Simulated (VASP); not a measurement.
Input of a VASP 6.6.1 run:

INCAR

```
PREC = Accurate
ENCUT = 600
EDIFF = 1E-7
ISMEAR = 0
SIGMA = 0.1
LREAL = False
LASPH = True
NELM = 200
ALGO = Normal
ISIF = 3
LWAVE = False
LCHARG = False
GGA = PE
IBRION = 2
NSW = 90
EDIFFG = -0.04
GGA_COMPAT = False
NELMIN = 4
LMAXMIX = 6
```

The input KPOINTS:

```
Automatic mesh
0
Gamma
  6 4 4
```

The input POSCAR:

```
Tm3F
1.0
    3.1903175300      0.0000000000      0.0000000000
    0.0000000000      4.4603167300      0.0000000000
    0.0000000000      0.0000000000      6.2520213900
Tm F
3 1
Direct
    0.0000000000      0.0000000000      0.5000000000
    0.5000000000      0.5000000000      0.7539245500
    0.5000000000      0.5000000000      0.2460754500
    0.0000000000      0.0000000000      0.0000000000
```

Potentials or basis: VASP PAW PBE potentials, release 64 (Tm_3, F), 4f in core.

Run with:

```console
$ cat potpaw_PBE.64/Tm_3/POTCAR potpaw_PBE.64/F/POTCAR > POTCAR
$ mpirun -np 1 vasp_std > vasp.out
```

**Question.** Estimate the space group after relaxing (to 0.1 Å).

**Answer.** P4/mmm (No. 123).

**Question.** Estimate the band gap on the k mesh.

**Answer.** Zero (bands 17 and 18 overlap by 0.84 eV).

**Question.** Estimate the relaxed volume.

**Answer.** 23.43 Å³/atom.

**Question.** What does it give for the relaxed cell?

**Answer.** a = 3.330 Å, b = 3.337 Å, c = 8.437 Å, α = 90.00°, β = 90.00°, γ = 90.00°.

Final structure:
```yaml
crystal:
  lattice:
    - [3.32960, 0.00000, 0.00000]
    - [0.00000, 3.33670, 0.00000]
    - [0.00000, 0.00000, 8.43674]
  atoms:
    - { symbol: Tm, position: [0.00000, 0.00000, 0.50000] }
    - { symbol: Tm, position: [0.50000, 0.50000, 0.79151] }
    - { symbol: Tm, position: [0.50000, 0.50000, 0.20849] }
    - { symbol: F, position: [0.00000, 0.00000, 0.00000] }
```

Caveat: a cell axis changed by over 15 % at a fixed basis, so the end point is rough; spin-orbit coupling is left out, which moves the levels of the heavy elements; the 4f electrons are frozen in the core, so they carry no moment and show no levels; the run has no spin polarisation, though such a crystal can be magnetic. With open d or f shells a metallic result of PBE can be an artefact of self-interaction; +U or a hybrid may open a gap.
